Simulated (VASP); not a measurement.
# Cu (I4/mmm) in VASP: further runs, part 2 of 2

VASP 6.6.1. Earlier steps stand in the parts before.

### 4 Single point, LDA (10.71 Å³/atom)

This run uses another cell than the first one, of 10.71 Å³/atom.

INCAR

```
SYSTEM = Cu
ALGO     = Normal         ! electronic algorithm
EDIFF    = 1E-6           ! SCF threshold, eV
ENCUT    = 820            ! plane-wave cutoff, eV
GGA      = CA             ! functional
GGA_COMPAT= .FALSE.      
ISIF     = 2              ! what is computed and relaxed
ISMEAR   = 0              ! smearing method
LASPH    = .TRUE.         ! aspherical terms in the spheres
LCHARG   = .FALSE.        ! write CHGCAR
LREAL    = .FALSE.        ! projectors in reciprocal space
LWAVE    = .FALSE.        ! write WAVECAR
NBANDS   = 16             ! bands
NELM     = 120            ! most SCF steps
PREC     = Accurate       ! precision mode
SIGMA    = 0.15           ! smearing width, eV
```

KPOINTS

```
k-points
0
G
  24 24 24
  0 0 0
```

POSCAR

```
Cu
1.0
   -1.3896144936      1.3896144936      1.3866963031
    1.3896144936     -1.3896144936      1.3866963031
    1.3896144936      1.3896144936     -1.3866963031
Cu
1
Direct
    0.0000000000      0.0000000000      0.0000000000
```

Potentials or basis: VASP PAW LDA potentials, release 64 (Cu_sv_GW).

Started as:

```sh
$ cat potpaw_LDA.64/Cu_sv_GW/POTCAR > POTCAR
$ mpirun -np 1 vasp_std > vasp.out
```

OUTCAR:

```text
SYSTEM = Cu
   EDIFF = 1E-6
   ENCUT = 820
   GGA = CA
   ISIF = 2
   ISMEAR = 0
   LASPH = .TRUE.
   LREAL = .FALSE.
   NELM = 120
   PREC = Accurate

 ion  position               nearest neighbor table
   1  0.000  0.000  0.000-

  LATTYP: Found a body centered tetragonal cell.
 ALAT       =     2.7792289872
 C/A-ratio  =     0.9979000000

  Lattice vectors:

 A1 = (  -1.3896144936,   1.3896144936,   1.3866963031)
 A2 = (   1.3896144936,  -1.3896144936,   1.3866963031)
 A3 = (   1.3896144936,   1.3896144936,  -1.3866963031)

Analysis of symmetry for initial positions (statically):
=====================================================================
 Subroutine PRICEL returns:
 Original cell was already a primitive cell.

 Routine SETGRP: Setting up the symmetry group for a
 body centered tetragonal supercell.

 Subroutine GETGRP returns: Found 16 space group operations
 (whereof 16 operations were pure point group operations)
 out of a pool of 16 trial point group operations.

The static configuration has the point symmetry D_4h.

Analysis of symmetry for dynamics (positions and initial velocities):
=====================================================================
 Subroutine PRICEL returns:
 Original cell was already a primitive cell.

 Routine SETGRP: Setting up the symmetry group for a
 body centered tetragonal supercell.

 Subroutine GETGRP returns: Found 16 space group operations
 (whereof 16 operations were pure point group operations)
 out of a pool of 16 trial point group operations.

The dynamic configuration has the point symmetry D_4h.

 Subroutine INISYM returns: Found 16 space group operations
 (whereof 16 operations are pure point group operations),
 and found     1 'primitive' translations

----------------------------------------------------------------------------------------

                                     Primitive cell

  volume of cell :      10.7110

  direct lattice vectors                    reciprocal lattice vectors
    -1.389614494  1.389614494  1.386696303     0.000000000  0.359812021  0.360569217
     1.389614494 -1.389614494  1.386696303     0.359812021  0.000000000  0.360569217
     1.389614494  1.389614494 -1.386696303     0.359812021  0.359812021  0.000000000

  length of vectors
     2.405199268  2.405199268  2.405199268     0.509386740  0.509386740  0.508851041

  position of ions in fractional coordinates (direct lattice)
     0.000000000  0.000000000  0.000000000

  ion indices of the primitive-cell ions
   primitive index   ion index
                 1           1

----------------------------------------------------------------------------------------

 KPOINTS: k-points

Automatic generation of k-mesh.
 Grid dimensions read from file:
 generate k-points for:   24   24   24

 Generating k-lattice:

  Cartesian coordinates                     Fractional coordinates (reciprocal lattice)
     0.000000000  0.014992168  0.015023717     0.041666667  0.000000000  0.000000000
     0.014992168  0.000000000  0.015023717     0.000000000  0.041666667  0.000000000
     0.014992168  0.014992168  0.000000000     0.000000000  0.000000000  0.041666667

  Length of vectors
     0.021224448  0.021224448  0.021202127

  Shift w.r.t. Gamma in fractional coordinates (k-lattice)
     0.000000000  0.000000000  0.000000000

 Subroutine IBZKPT returns following result:
 ===========================================

 Found   1063 irreducible k-points:

 Following reciprocal coordinates:
            Coordinates               Weight
  0.000000  0.000000  0.000000      1.000000
  0.041667 -0.000000  0.000000      8.000000
  0.083333 -0.000000  0.000000      8.000000
  0.125000 -0.000000  0.000000      8.000000
  0.166667 -0.000000  0.000000      8.000000
  0.208333 -0.000000  0.000000      8.000000
[... 16 lines left out ...]
  0.416667  0.041667  0.000000     16.000000
  0.458333  0.041667  0.000000     16.000000
 [... further k-points ...]
   k-points           NKPTS =   1063   k-points in BZ     NKDIM =   1063   number of bands    NBANDS=     16
   number of dos      NEDOS =    301   number of ions     NIONS =      1
   total plane-waves  NPLWV =  13824
   dimension x,y,z NGX =    24 NGY =   24 NGZ =   24
   dimension x,y,z NGXF=    48 NGYF=   48 NGZF=   48
   ions per type =               1
   NGX,Y,Z   is equivalent  to a cutoff of  16.59, 16.59, 16.59 a.u.
   NGXF,Y,Z  is equivalent  to a cutoff of  33.18, 33.18, 33.18 a.u.
 SYSTEM =  Cu
   PREC   = accura    normal or accurate (medium, high low for compatibility)
   ISTART =      0    job   : 0-new  1-cont  2-samecut
   ICHARG =      2    charge: 1-file 2-atom 10-const
   ISPIN  =      1    spin polarized calculation?
   LNONCOLLINEAR =      F non collinear calculations
   LSORBIT =      F    spin-orbit coupling
   LASPH  =      T    aspherical Exc in radial PAW
   ENCUT  =  820.0 eV  60.27 Ry    7.76 a.u.   5.62  5.62  5.62*2*pi/ulx,y,z
   NELM   =    120;   NELMIN=  2; NELMDL= -5     # of ELM steps
   EDIFF  = 0.1E-05   stopping-criterion for ELM
   LREAL  =      F    real-space projection
   EDIFFG = 0.1E-04   stopping-criterion for IOM
   NSW    =      0    number of steps for IOM
   IBRION =     -1    ionic relax: 0-MD 1-quasi-New 2-CG
   NFREE  =      0    steps in history (QN), initial steepest desc. (CG)
   ISIF   =      2    stress and relaxation
   ISYM   =      2    0-nonsym 1-usesym 2-fastsym
   POTIM  = 0.5000    time-step for ionic-motion
   TEBEG  =    0.0;   TEEND  =   0.0 temperature during run
   PSTRESS=    0.0 pullay stress
   NELECT =      19.0000    total number of electrons
   NUPDOWN=      -1.0000    fix difference up-down
   EMIN   =  10.00;   EMAX   =-10.00  energy-range for DOS
   EFERMI =   0.00;   METHOD = LEGACY
   ISMEAR =     0;   SIGMA  =   0.15  broadening in eV -4-tet -1-fermi 0-gaus
   EFERMI_NEDOS =   21; number of points for ismear=-14 and -15
   IALGO  =     38    algorithm
   IMIX   =      4    mixing-type and parameters
     AMIX     =   0.40;   BMIX     =  1.00
     AMIX_MAG =   1.60;   BMIX_MAG =  1.00
  volume/ion in A,a.u.               =      10.71        72.28
  Fermi-wavevector in a.u.,A,eV,Ry     =   1.981752  3.744969 53.434731  3.927342
  Thomas-Fermi vector in A             =   3.001778
   LORBIT       =      0    0 simple, 1 ext, 2 COOP (PROOUT), +10 PAW based schemes
   GGA     = CA    functional components
   LHFCALC =     F    Hartree Fock is set to
   AEXX    =    0.0000 exact exchange contribution
   IVDW    =     0    specifies the selected vdW correction
   LEPSILON=     F    determine dielectric tensor
   LRPA    =     F    only Hartree local field effects (RPA)
 non-spin polarized calculation
 Gauss-broadening in eV      SIGMA  =   0.15
  energy-cutoff  :      820.00
  volume of cell :       10.71
 maximum number of plane-waves:       603
   NGX = 11   NGY = 11   NGZ = 11

 number of electron      18.9999995 magnetization

 Free energy of the ion-electron system (eV)
  ---------------------------------------------------
  ext. energy  EPLUGINS =         0.00000000
  ---------------------------------------------------
  free energy    TOTEN  =        -4.81773784 eV

  energy without entropy =       -4.81371244  energy(sigma->0) =       -4.81572514

 E-fermi :   8.4814     XC(G=0): -14.4717

 val. band max:        8.4701013335   @ k =  -0.2083   0.4583   0.0833
 cond. band min:       8.4817324459   @ k =  -0.2083  -0.3333   0.0833
 fundamental gap:      0.0116311124
 Fermi energy:         8.4814255657

 k-point     1 :       0.0000    0.0000    0.0000
  band No.  band energies     occupation
      1    -103.2983      2.00000
      2     -61.1653      2.00000
      3     -61.1652      2.00000
      4     -61.1652      2.00000
      5      -1.7120      2.00000
      6       4.9909      2.00000
[... 8 lines left out ...]
     15      38.9652      0.00000
     16      39.0107      0.00000
[... 419 lines left out ...]
 k-point    24 :       0.4583    0.0417    0.0000
  band No.  band energies     occupation
      1    -103.2717      2.00000
      2     -61.3298      2.00000
      3     -61.2246      2.00000
      4     -61.1647      2.00000
      5       2.8096      2.00000
      6       4.1628      2.00000
[... 8 lines left out ...]
     15      34.8381      0.00000
     16      43.4955      0.00000

 [... further k-points ...]

------------------------ aborting loop because EDIFF is reached ----------------------------------------

  FORCE on cell =-STRESS in cart. coord.  units (eV):
  Direction    XX          YY          ZZ          XY          YZ          ZX
  --------------------------------------------------------------------------------------
  -------------------------------------------------------------------------------------
  Total        0.2068064      0.2068064      0.2060767      0.0000000      0.0000000      0.0000000
  in kB       30.9346065     30.9346065     30.8254530      0.0000000      0.0000000      0.0000000
  external PRESSURE =      30.8982220 kB  Pullay stress =       0.0000000 kB

 VOLUME and BASIS-vectors are now :
 -----------------------------------------------------------------------------
  energy-cutoff  :      820.00
  volume of cell :       10.71
      direct lattice vectors                 reciprocal lattice vectors
    -1.389614494  1.389614494  1.386696303     0.000000000  0.359812021  0.360569217
     1.389614494 -1.389614494  1.386696303     0.359812021  0.000000000  0.360569217
     1.389614494  1.389614494 -1.386696303     0.359812021  0.359812021  0.000000000

 POSITION                                       TOTAL-FORCE (eV/Angst)
 -----------------------------------------------------------------------------------
      0.00000      0.00000      0.00000         0.000000      0.000000      0.000000
 -----------------------------------------------------------------------------------
    total drift:                                0.000000      0.000000      0.000000

  FREE ENERGIE OF THE ION-ELECTRON SYSTEM (eV)
  ---------------------------------------------------
  free  energy   TOTEN  =        -4.8177378427 eV

  energy  without entropy=       -4.8137124445  energy(sigma->0) =       -4.81572514
```

Wall time 2.2 min (1 thread of Intel Xeon Platinum 8488C (Sapphire Rapids), shared host); peak memory 0.52 GiB.

What came out:

- Free energy: -4.8177 eV
- Pressure: 3.1 GPa
- Band gap on the k mesh: zero (an odd number of electrons rules out a gap without spin polarisation)

Caveat: the cell stands under pressure.

### 5 Summary

```tsv
cell	gap on the mesh (eV)	pressure (GPa)
a = 2.455 Å, angles 111.1, 111.1, 106.3°, 1 atom	none	-7.2
a = 2.373 Å, angles 108.6, 108.6, 111.2°, 1 atom	none	12.6
a = 2.405 Å, angles 109.4, 109.4, 109.6°, 1 atom	none	3.1
```

Alike in all rows: task single point; level LDA; potentials or basis VASP PAW LDA potentials, release 64 (Cu_sv_GW); no spin polarisation; k mesh 24 × 24 × 24; cutoff (eV) 820; smearing gaussian 0.15 eV.

Caveats: the cell stands under pressure (at least some runs); the cell stands under tension (at least some runs).

Absolute energies hang on the potentials; compare differences alone.
